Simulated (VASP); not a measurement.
The system is Mg.

```
Mg
1.0
     3.20930    0.00000    0.00000
    -1.60465    2.77934    0.00000
     0.00000    0.00000    5.21030
Mg
2
Direct
  0.33333 0.66667 0.25000
  0.66667 0.33333 0.75000
```

```yaml
Program: VASP 6.6.1
Task: relaxation of cell and atoms
Functional: PBEsol
Potentials_or_basis: VASP PAW PBE potentials, release 64 (Mg)
Cutoff: 600 eV
k_mesh: 7 × 7 × 4
Occupations: fermi-dirac, width 0.05 eV
Spin: no spin polarisation
```

At the start: pressure -1.0 GPa; volume 23.24 Å³/atom.

Q: Where does the relaxation end?

A: Over 10 steps the energy falls by 7.9 meV/atom and the volume is 22.68 Å³/atom (-2.4 %); space group P6_3/mmc (No. 194, to 0.05 Å).

The path:
| step | energy change (eV) | largest force (eV/Å) | pressure (GPa) | volume (Å³) |
| --- | --- | --- | --- | --- |
| 1 | 0.0000 | 0.0000 | -0.98 | 46.47 |
| 2 | -0.0113 | 0.0000 | -0.25 | 45.52 |
| 3 | -0.0135 | 0.0000 | 0.20 | 45.00 |
| 4 | -0.0138 | 0.0000 | 0.42 | 44.77 |
| 5 | -0.0153 | 0.0000 | 0.15 | 45.12 |
| 6 | -0.0158 | 0.0000 | -0.13 | 45.48 |
| 7 | -0.0158 | 0.0000 | -0.08 | 45.42 |
| 8 | -0.0158 | 0.0000 | -0.09 | 45.43 |
| 9 | -0.0159 | 0.0000 | -0.02 | 45.35 |
| 10 | -0.0159 | 0.0000 | -0.03 | 45.37 |

Final structure:
```
Mg
1.0
     3.12971    0.00000    0.00000
    -1.56485    2.71041    0.00000
     0.00000    0.00000    5.34790
Mg
2
Direct
  0.33333 0.66667 0.25000
  0.66667 0.33333 0.75000
```

Caveat: the PAW data sets were made with another functional, which shifts forces and pressure a little.
